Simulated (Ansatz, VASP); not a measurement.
SrCl2 in VASP and in Ansatz

```
CELL_PARAMETERS angstrom
0.00000 3.48550 3.76434
3.48550 0.00000 3.76434
3.48550 3.48550 0.00000
ATOMIC_POSITIONS crystal
Sr 0.00000 0.00000 0.00000
Cl 0.25000 0.25000 0.25000
Cl 0.75000 0.75000 0.75000
```

Change from the starting cell: strain +0.000 along x and y, +0.080 along z, atoms carried along.

Alike in both runs: task single point; functional LDA; k mesh 6 × 6 × 6; occupations gaussian, width 0.05 eV; no spin polarisation.

```csv
,VASP,Ansatz
version,VASP 6.6.1,Ansatz 0.2.0
potentials or method,"VASP PAW LDA potentials, release 64 (Sr_sv, Cl), cutoff 520 eV","scalar-relativistic, plane waves, PAW"
valence electrons in the cell,24,24
```

|  | VASP | Ansatz | Ansatz less VASP |
| --- | --- | --- | --- |
| gap on the k mesh at the Fermi level (eV) | 4.32 | 4.31 | -0.006 |
| least direct gap on the mesh (eV) | 4.61 | 4.61 | -0.008 |
| pressure (GPa) | -4.6 | -4.7 | -0.08 |
| traceless stress, the component that is largest in VASP (GPa) | -2.28 | -2.29 | -0.011 |

LDA's correlation is that of Perdew and Zunger in VASP and of Perdew and Wang (1992) in Ansatz.
